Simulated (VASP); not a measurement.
A run of VASP 6.6.1 is set up as follows.

File INCAR:

```
PREC     = Accurate       # precision mode
ENCUT    = 520            # plane-wave cutoff, eV
EDIFF    = 1E-6           # SCF threshold, eV
ISMEAR   = 0              # smearing method
SIGMA    = 0.05           # smearing width, eV
LREAL    = Auto         
LASPH    = T              # aspherical terms in the spheres
NELM     = 150            # most SCF steps
ALGO     = Normal         # electronic algorithm
ISIF     = 2              # what is computed and relaxed
LWAVE    = F              # write WAVECAR
LCHARG   = F              # write CHGCAR
LMAXMIX  = 4              # l up to which the mixer works
LDAU     = T              # DFT+U
LDAUTYPE = 2            
LDAUL    = 2 -1 -1        # shell
LDAUU    = 4 0 0          # U, eV
LDAUJ    = 0 0 0        
LDAUPRINT= 1            
GGA      = PS             # functional
NBANDS   = 84             # bands
```

Contents of KPOINTS:

```
Automatic mesh
0
Gamma
  3 3 3
```

The input POSCAR:

```
Ga7FeAs8
1.0
    0.0000000000      5.6537000000      5.6537000000
    5.6537000000      0.0000000000      5.6537000000
    5.6537000000      5.6537000000      0.0000000000
Fe Ga As
1 7 8
Direct
    0.0000000000      1.0000000000      0.0000000000
    0.0006835677      0.0006835677      0.4993164323
    0.0006835677      0.4993164323      0.0006835677
    0.0006835677      0.4993164323      0.4993164323
    0.4993164323      0.0006835677      0.0006835677
    0.4993164323      0.0006835677      0.4993164323
    0.4993164323      0.4993164323      0.0006835677
    0.5000000000      0.5000000000      0.5000000000
    0.1242158626      0.1242158626      0.1242158626
    0.1242158626      0.1242158626      0.6273524122
    0.1242158626      0.6273524122      0.1242158626
    0.1246499955      0.6251166682      0.6251166682
    0.6273524122      0.1242158626      0.1242158626
    0.6251166682      0.1246499955      0.6251166682
    0.6251166682      0.6251166682      0.1246499955
    0.6251166682      0.6251166682      0.6251166682
```

Potentials or basis: VASP PAW PBE potentials, release 64 (Fe, Ga_d, As).

Run with:

```console
$ cat potpaw_PBE.64/Fe/POTCAR potpaw_PBE.64/Ga_d/POTCAR potpaw_PBE.64/As/POTCAR > POTCAR
$ mpirun -np 1 vasp_std > vasp.out
```

Q: Estimate the pressure.

A: -1.4 GPa.

Q: What does it give for the largest force?

A: 1.152 eV/Å.

Forces on the atoms (eV/Å):
```
Fe   0.000  0.000  0.000
Ga   0.000  0.000 -0.150
Ga   0.000 -0.150  0.000
Ga   0.150  0.000  0.000
Ga  -0.150  0.000  0.000
Ga   0.000  0.150  0.000
Ga   0.000  0.000  0.150
Ga   0.000  0.000  0.000
As  -0.665 -0.665 -0.665
As   0.665  0.665 -0.665
As   0.665 -0.665  0.665
As  -0.007  0.007  0.007
As  -0.665  0.665  0.665
As   0.007 -0.007  0.007
As   0.007  0.007 -0.007
As  -0.007 -0.007 -0.007
```

Caveat: the PAW data sets were made with another functional, which shifts forces and pressure a little; an odd number of electrons without spin polarisation forces a metal; a magnetic or distorted state may lie lower; the run has no spin polarisation, though such a crystal can be magnetic; U without spin polarisation on a metal has little footing; the U is typed as a test and isn't derived for this compound. Spin polarisation is off, so any magnetic state and its effect on volume and gap are missing.
